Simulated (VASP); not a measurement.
Write the native input for VASP 6.6.1 that does the following.

```
Task                   : single point
Functional             : LDA
Potentials or basis    : VASP PAW LDA potentials, release 64 (Al, N)
Cutoff                 : 600 eV
k mesh                 : 10 × 10 × 10
Occupations            : gaussian, width 0.05 eV
Spin                   : no spin polarisation
Dipole correction      : no
Further INCAR settings : ALGO = Normal; EDIFF = 1e-06; NBANDS = 11
```

The structure of AlN lies in POSCAR:

```
AlN
1.0
    0.0000000000      2.0853809500      1.9327921000
    2.0853809500      0.0000000000      1.9327921000
    2.0853809500      2.0853809500      0.0000000000
Al N
1 1
Direct
    0.5000000000      0.5000000000      0.5000000000
    0.0000000000      0.0000000000      0.0000000000
```

This cell differs from its parent crystal: strain +0.025 along x and y, -0.050 along z.

These files were run (other wordings do the same):

INCAR

```
ALGO     = Normal         # electronic algorithm
EDIFF    = 1E-6           # SCF threshold, eV
ENCUT    = 600            # plane-wave cutoff, eV
GGA      = CA             # functional
GGA_COMPAT= F            
ISIF     = 2              # what is computed and relaxed
ISMEAR   = 0              # smearing method
LASPH    = T              # aspherical terms in the spheres
LCHARG   = F              # write CHGCAR
LREAL    = F              # projectors in reciprocal space
LWAVE    = F              # write WAVECAR
NBANDS   = 11             # bands
NELM     = 120            # most SCF steps
PREC     = Accurate       # precision mode
SIGMA    = 0.05           # smearing width, eV
```

KPOINTS

```
k-points
0
Gamma
  10 10 10
```

Potentials or basis: VASP PAW LDA potentials, release 64 (Al, N).

Run with:

```sh
$ cat potpaw_LDA.64/Al/POTCAR potpaw_LDA.64/N/POTCAR > POTCAR
$ mpirun -np 1 vasp_std > vasp.out
```

It gave:

```yaml
Pressure: -7.3 GPa
Band_gap_on_the_k_mesh: 3.77 eV (least direct gap 5.25 eV)
```

Caveat: the cell differs from its parent crystal (strain +0.025 along x and y, -0.050 along z); the cell stands under tension.

It took 9.8 s on 1 thread of Intel(R) Xeon(R) 6975P-C (Granite Rapids), with other jobs on the host, peak memory 0.13 GiB.
